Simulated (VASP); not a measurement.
# SrO in VASP: notebook, part 3 of 3

VASP 6.6.1. The steps go on from the part before.

### 6 Single point, r2SCAN (strain along [111] +0.5%)

The input, POSCAR:

```
SrO
1.0
    0.0093076034      2.8015886299      2.8015886299
    2.8015886299      0.0093076034      2.8015886299
    2.8015886299      2.8015886299      0.0093076034
Sr O
1 1
Direct
    0.0002945613      0.0002945613      0.0002945613
    0.2497054387      0.2497054387      0.2497054387
```

The input, INCAR.step1:

```
SYSTEM = SrO
PREC = Accurate
ENCUT = 520
ISMEAR = 0
SIGMA = 0.01
LREAL = .False.
LASPH = .True.
NELM = 60
NBANDS = 15
GGA = PE
ALGO = Normal
EDIFF = 1E-4
LWAVE = .True.
LCHARG = .False.
```

The input, INCAR.step2:

```
SYSTEM = SrO
PREC = Accurate
ENCUT = 520
EDIFF = 1E-6
ISMEAR = 0
SIGMA = 0.01
LREAL = .False.
LASPH = .True.
NELM = 60
ALGO = Normal
ISIF = 2
LWAVE = .False.
LCHARG = .False.
METAGGA = R2SCAN
LMIXTAU = .True.
NBANDS = 15
ISTART = 1
```

The input, KPOINTS:

```
Automatic mesh
0
Gamma
  8 8 8
  0 0 0
```

Potentials or basis: VASP PAW PBE potentials, release 64 (Sr_sv, O).

The run is started by

```sh
cat potpaw_PBE.64/Sr_sv/POTCAR potpaw_PBE.64/O/POTCAR > POTCAR
cp INCAR.step1 INCAR
mpirun -np 1 vasp_std > vasp.out
cp INCAR.step2 INCAR
mpirun -np 1 vasp_std > vasp.out
```

OUTCAR:

```text
SYSTEM = SrO
   PREC = Accurate
   ENCUT = 520
   EDIFF = 1E-6
   ISMEAR = 0
   LREAL = .False.
   LASPH = .True.
   NELM = 60
   ISIF = 2
   METAGGA = R2SCAN
   ISTART = 1

 ion  position               nearest neighbor table
   1  0.000  0.000  0.000-   2 2.42   2 2.42   2 2.42   2 2.42
   2  0.250  0.250  0.250-   1 2.42   1 2.42   1 2.42   1 2.42

  LATTYP: Found a trigonal (rhomboedric) cell.
 ALAT       =     3.9620555693
 COS(alpha) =     0.5033194815

  Lattice vectors:

 A1 = (   0.0093076034,   2.8015886299,   2.8015886299)
 A2 = (   2.8015886299,   0.0093076034,   2.8015886299)
 A3 = (   2.8015886299,   2.8015886299,   0.0093076034)

Analysis of symmetry for initial positions (statically):
=====================================================================
 Subroutine PRICEL returns:
 Original cell was already a primitive cell.

 Routine SETGRP: Setting up the symmetry group for a
 trigonal (rhombohedral) supercell.

 Subroutine GETGRP returns: Found  6 space group operations
 (whereof  6 operations were pure point group operations)
 out of a pool of 12 trial point group operations.

The static configuration has the point symmetry C_3v.

Analysis of symmetry for dynamics (positions and initial velocities):
=====================================================================
 Subroutine PRICEL returns:
 Original cell was already a primitive cell.

 Routine SETGRP: Setting up the symmetry group for a
 trigonal (rhombohedral) supercell.

 Subroutine GETGRP returns: Found  6 space group operations
 (whereof  6 operations were pure point group operations)
 out of a pool of 12 trial point group operations.

The dynamic configuration has the point symmetry C_3v.

 Subroutine INISYM returns: Found  6 space group operations
 (whereof  6 operations are pure point group operations),
 and found     1 'primitive' translations

----------------------------------------------------------------------------------------

                                     Primitive cell

  volume of cell :      43.7596

  direct lattice vectors                    reciprocal lattice vectors
     0.009307603  2.801588630  2.801588630    -0.179362028  0.178768114  0.178768114
     2.801588630  0.009307603  2.801588630     0.178768114 -0.179362028  0.178768114
     2.801588630  2.801588630  0.009307603     0.178768114  0.178768114 -0.179362028

  length of vectors
     3.962055569  3.962055569  3.962055569     0.309978732  0.309978732  0.309978732

  position of ions in fractional coordinates (direct lattice)
     0.000294561  0.000294561  0.000294561
     0.249705439  0.249705439  0.249705439

  ion indices of the primitive-cell ions
   primitive index   ion index
                 1           1
                 2           2

----------------------------------------------------------------------------------------

 KPOINTS: Automatic mesh

Automatic generation of k-mesh.
 Grid dimensions read from file:
 generate k-points for:    8    8    8

 Generating k-lattice:

  Cartesian coordinates                     Fractional coordinates (reciprocal lattice)
    -0.022420253  0.022346014  0.022346014     0.125000000  0.000000000  0.000000000
     0.022346014 -0.022420253  0.022346014     0.000000000  0.125000000  0.000000000
     0.022346014  0.022346014 -0.022420253     0.000000000  0.000000000  0.125000000

  Length of vectors
     0.038747341  0.038747341  0.038747341

  Shift w.r.t. Gamma in fractional coordinates (k-lattice)
     0.000000000  0.000000000  0.000000000

 Subroutine IBZKPT returns following result:
 ===========================================

 Found     65 irreducible k-points:

 Following reciprocal coordinates:
            Coordinates               Weight
  0.000000  0.000000  0.000000      1.000000
  0.125000  0.000000 -0.000000      6.000000
  0.250000  0.000000 -0.000000      6.000000
  0.375000 -0.000000 -0.000000      6.000000
  0.500000  0.000000 -0.000000      3.000000
  0.125000  0.125000 -0.000000      6.000000
[... 16 lines left out ...]
  0.250000  0.125000  0.125000      6.000000
  0.375000  0.125000  0.125000      6.000000
 [... further k-points ...]
   k-points           NKPTS =     65   k-points in BZ     NKDIM =     65   number of bands    NBANDS=     15
   number of dos      NEDOS =    301   number of ions     NIONS =      2
   total plane-waves  NPLWV =  27000
   dimension x,y,z NGX =    30 NGY =   30 NGZ =   30
   dimension x,y,z NGXF=    60 NGYF=   60 NGZF=   60
   ions per type =               1   1
   NGX,Y,Z   is equivalent  to a cutoff of  12.59, 12.59, 12.59 a.u.
   NGXF,Y,Z  is equivalent  to a cutoff of  25.18, 25.18, 25.18 a.u.
 SYSTEM =  SrO
   PREC   = accura    normal or accurate (medium, high low for compatibility)
   ISTART =      1    job   : 0-new  1-cont  2-samecut
   ICHARG =      0    charge: 1-file 2-atom 10-const
   ISPIN  =      1    spin polarized calculation?
   LNONCOLLINEAR =      F non collinear calculations
   LSORBIT =      F    spin-orbit coupling
   LASPH  =      T    aspherical Exc in radial PAW
   ENCUT  =  520.0 eV  38.22 Ry    6.18 a.u.   7.37  7.37  7.37*2*pi/ulx,y,z
   NELM   =     60;   NELMIN=  2; NELMDL=  0     # of ELM steps
   EDIFF  = 0.1E-05   stopping-criterion for ELM
   LREAL  =      F    real-space projection
[... 7 lines left out ...]
   TEBEG  =    0.0;   TEEND  =   0.0 temperature during run
   PSTRESS=    0.0 pullay stress
   NELECT =      16.0000    total number of electrons
   NUPDOWN=      -1.0000    fix difference up-down
   EMIN   =  10.00;   EMAX   =-10.00  energy-range for DOS
   EFERMI =   0.00;   METHOD = LEGACY
   ISMEAR =     0;   SIGMA  =   0.01  broadening in eV -4-tet -1-fermi 0-gaus
   EFERMI_NEDOS =   21; number of points for ismear=-14 and -15
   IALGO  =     38    algorithm
   IMIX   =      4    mixing-type and parameters
     AMIX     =   0.40;   BMIX     =  1.00
     AMIX_MAG =   1.60;   BMIX_MAG =  1.00
  volume/ion in A,a.u.               =      21.88       147.65
  Fermi-wavevector in a.u.,A,eV,Ry     =   1.170641  2.212190 18.645424  1.370400
  Thomas-Fermi vector in A             =   2.307096
   LORBIT       =      0    0 simple, 1 ext, 2 COOP (PROOUT), +10 PAW based schemes
   METAGGA = R2SCAN    functional components
   LHFCALC =     F    Hartree Fock is set to
   AEXX    =    0.0000 exact exchange contribution
   IVDW    =     0    specifies the selected vdW correction
   LEPSILON=     F    determine dielectric tensor
   LRPA    =     F    only Hartree local field effects (RPA)
 non-spin polarized calculation
 Gauss-broadening in eV      SIGMA  =   0.01
  energy-cutoff  :      520.00
  volume of cell :       43.76
 maximum number of plane-waves:      1231
 NGX is ok and might be reduce to    30
   NGX = 15   NGY = 15   NGZ = 15

 number of electron      16.0000002 magnetization

 Free energy of the ion-electron system (eV)
  ---------------------------------------------------
  ext. energy  EPLUGINS =         0.00000000
  ---------------------------------------------------
  free energy    TOTEN  =       -26.63215659 eV

  energy without entropy =      -26.63215659  energy(sigma->0) =      -26.63215659

 E-fermi :   0.0057     XC(G=0):  -9.1072

 val. band max:       -0.0463696754   @ k =  -0.2500   0.5000   0.2500
 cond. band min:       2.8433511952   @ k =   0.0000   0.0000   0.0000
 fundamental gap:      2.8897208706
 Fermi energy:         0.0057219219

 k-point     1 :       0.0000    0.0000    0.0000
  band No.  band energies     occupation
      1     -33.3560      2.00000
      2     -15.7734      2.00000
      3     -14.6226      2.00000
      4     -14.6225      2.00000
      5     -14.6225      2.00000
      6      -0.8920      2.00000
      7      -0.8777      2.00000
      8      -0.8777      2.00000
      9       2.8434      0.00000
     10       8.6161      0.00000
     11       8.6161      0.00000
     12       9.9101      0.00000
     13       9.9236      0.00000
     14       9.9236      0.00000
     15      15.3354      0.00000
[... 397 lines left out ...]
 k-point    24 :       0.3750    0.1250    0.1250
  band No.  band energies     occupation
      1     -33.3122      2.00000
      2     -16.6532      2.00000
      3     -14.7748      2.00000
      4     -14.6740      2.00000
      5     -13.8419      2.00000
      6      -0.9726      2.00000
      7      -0.6573      2.00000
      8      -0.6167      2.00000
      9       4.9287      0.00000
     10       7.5545      0.00000
     11       7.6521      0.00000
     12       9.1217      0.00000
     13      10.7194      0.00000
     14      10.9518      0.00000
     15      12.7238      0.00000

 [... further k-points ...]
[... 5 lines left out ...]
  --------------------------------------------------------------------------------------
  -------------------------------------------------------------------------------------
  Total        0.0339335      0.0339335      0.0339335     -0.0243851     -0.0243851     -0.0243851
  in kB        1.2424122      1.2424122      1.2424122     -0.8928171     -0.8928171     -0.8928171
  external PRESSURE =       1.2424122 kB  Pullay stress =       0.0000000 kB

 VOLUME and BASIS-vectors are now :
 -----------------------------------------------------------------------------
  energy-cutoff  :      520.00
  volume of cell :       43.76
      direct lattice vectors                 reciprocal lattice vectors
     0.009307603  2.801588630  2.801588630    -0.179362028  0.178768114  0.178768114
     2.801588630  0.009307603  2.801588630     0.178768114 -0.179362028  0.178768114
     2.801588630  2.801588630  0.009307603     0.178768114  0.178768114 -0.179362028

 POSITION                                       TOTAL-FORCE (eV/Angst)
 -----------------------------------------------------------------------------------
      0.00165      0.00165      0.00165         0.000062      0.000062      0.000062
      1.40147      1.40147      1.40147        -0.000062     -0.000062     -0.000062
 -----------------------------------------------------------------------------------
    total drift:                               -0.000018     -0.000018     -0.000018

  FREE ENERGIE OF THE ION-ELECTRON SYSTEM (eV)
  ---------------------------------------------------
  free  energy   TOTEN  =       -26.6321565891 eV

  energy  without entropy=      -26.6321565891  energy(sigma->0) =      -26.63215659
```

OSZICAR.step1:

```text
N       E                     dE             d eps       ncg     rms          rms(c)
DAV:   1     0.768685060568E+02    0.76869E+02   -0.81876E+03  1950   0.101E+03
DAV:   2    -0.105484826524E+02   -0.87417E+02   -0.79311E+02  2670   0.216E+02
DAV:   3    -0.147587929530E+02   -0.42103E+01   -0.41828E+01  2510   0.448E+01
DAV:   4    -0.148945616634E+02   -0.13577E+00   -0.13574E+00  2576   0.742E+00
DAV:   5    -0.148969098229E+02   -0.23482E-02   -0.23481E-02  2643   0.761E-01    0.175E+01
DAV:   6    -0.119685468688E+02    0.29284E+01   -0.10308E+01  1978   0.224E+01    0.188E+01
DAV:   7    -0.117810694527E+02    0.18748E+00   -0.59210E-01  2013   0.618E+00    0.950E+00
DAV:   8    -0.117516564361E+02    0.29413E-01   -0.15593E-01  2286   0.360E+00    0.153E+00
DAV:   9    -0.117595717997E+02   -0.79154E-02   -0.68542E-03  2625   0.633E-01    0.333E-01
DAV:  10    -0.117628739942E+02   -0.33022E-02   -0.27470E-03  2034   0.341E-01    0.593E-02
DAV:  11    -0.117629998723E+02   -0.12588E-03   -0.14223E-04  2349   0.761E-02    0.652E-02
DAV:  12    -0.117630627383E+02   -0.62866E-04   -0.75402E-05  1835   0.586E-02
   1 F= -.11763063E+02 E0= -.11763063E+02  d E =-.127910E-39
```

Wall time 5.1 min (1 thread of Intel Xeon Platinum 8259CL at 2.50GHz (Skylake/Cascade Lake), shared host); peak memory 0.19 GiB.

Results:

- Free energy: -26.6322 eV
- Pressure: 0.1 GPa
- Band gap on the k mesh: 2.89 eV, indirect (least direct gap 3.72 eV)

Caveat: the cell differs from its parent crystal (strain along [111] +0.5%); the PAW data sets were made with another functional, which shifts forces and pressure a little.

### 7 Single point, r2SCAN (epitaxial 111 strain +2.5%)

The input, POSCAR:

```
SrO
1.0
   -0.0925803946      2.7695076575      2.7695076575
    2.7695076575     -0.0925803946      2.7695076575
    2.7695076575      2.7695076575     -0.0925803946
Sr O
1 1
Direct
   -0.0029480459     -0.0029480459     -0.0029480459
    0.2529480459      0.2529480459      0.2529480459
```

The input, INCAR.step1:

```
SYSTEM = SrO
PREC = Accurate
ENCUT = 520
ISMEAR = 0
SIGMA = 0.01
LREAL = .FALSE.
LASPH = .TRUE.
NELM = 80
NBANDS = 15
GGA = PE
ALGO = Normal
EDIFF = 1E-4
LWAVE = .TRUE.
LCHARG = .FALSE.
```

The input, INCAR.step2:

```
SYSTEM = SrO
PREC = Accurate
ENCUT = 520
EDIFF = 1E-6
ISMEAR = 0
SIGMA = 0.01
LREAL = .FALSE.
LASPH = .TRUE.
NELM = 80
ALGO = Normal
ISIF = 2
LWAVE = .FALSE.
LCHARG = .FALSE.
METAGGA = R2SCAN
LMIXTAU = .TRUE.
NBANDS = 15
ISTART = 1
```

The input, KPOINTS:

```
regular mesh
0
G
  8 8 8
  0 0 0
```

The run is started by

```sh
cat potpaw_PBE.64/Sr_sv/POTCAR potpaw_PBE.64/O/POTCAR > POTCAR
cp INCAR.step1 INCAR
mpirun -np 1 vasp_std > vasp.out
cp INCAR.step2 INCAR
mpirun -np 1 vasp_std > vasp.out
```

It took 5.5 min on 1 thread of Intel Xeon Platinum 8259CL at 2.50GHz (Skylake/Cascade Lake), shared host; peak memory 0.19 GiB.

Results (log left out):

```
Free energy            : -26.6185 eV
Pressure               : -1.2 GPa
Largest force          : 0.010 eV/Å
Band gap on the k mesh : 2.83 eV, indirect (least direct gap 3.53 eV)
```

Forces on the atoms (eV/Å):
```
Sr  -0.006 -0.006 -0.006
O    0.006  0.006  0.006
```

Stress tensor (GPa, compression positive):
```
-1.22  0.83  0.83
 0.83 -1.22  0.83
 0.83  0.83 -1.22
```

Levels at points of the mesh, in eV from the valence-band top:
```
           k point  band 4  band 5  band 6  band 7  band 8  band 9  band 10  band 11  band 12  band 13
(0.00, 0.00, 0.00)  -14.67  -14.65   -0.83   -0.83   -0.70    2.83     8.54     8.54     9.83     9.83
(0.50, 0.00, 0.00)  -14.74  -13.77   -0.75   -0.49   -0.46    5.55     7.45     7.72     8.52    10.18
(0.50, 0.50, 0.00)  -14.86  -13.49   -1.35   -0.03   -0.01    4.86     6.16    10.08    10.44    10.47
(0.50, 0.50, 0.50)  -14.77  -13.89   -0.59   -0.54   -0.54    5.61     7.58     8.07     8.07    10.53
```

Caveat: the cell differs from its parent crystal (epitaxial 111 strain +2.5%); the PAW data sets were made with another functional, which shifts forces and pressure a little.

### 8 Summary

| level | cell | smearing | gap on the mesh (eV) | pressure (GPa) |
| --- | --- | --- | --- | --- |
| PBE | a = 3.962 Å, angles 59.8°, 2 atoms | fermi-dirac 0.02 eV | 2.51 | 1.1 |
| PBE | a = 3.918 Å, angles 62.2°, 2 atoms | fermi-dirac 0.02 eV | 2.45 | -0.2 |
| r2SCAN | a = 3.956, b = 3.956, c = 3.929 Å, angles 60.2, 60.2, 59.6°, 2 atoms | gaussian 0.01 eV | 2.90 | 0.6 |
| r2SCAN | a = 3.979, b = 3.979, c = 3.949 Å, angles 60.2, 60.2, 59.5°, 2 atoms | gaussian 0.01 eV | 2.86 | -0.5 |
| r2SCAN | a = 3.962 Å, angles 59.8°, 2 atoms | gaussian 0.01 eV | 2.89 | 0.1 |
| r2SCAN | a = 3.918 Å, angles 62.2°, 2 atoms | gaussian 0.01 eV | 2.83 | -1.2 |

Alike in all rows: task single point; potentials or basis VASP PAW PBE potentials, release 64 (Sr_sv, O); no spin polarisation; k mesh 8 × 8 × 8; cutoff (eV) 520.

Caveats: the PAW data sets were made with another functional, which shifts forces and pressure a little (some runs).

Total energies depend on the potentials used, so only differences within one code and one set of settings carry meaning.
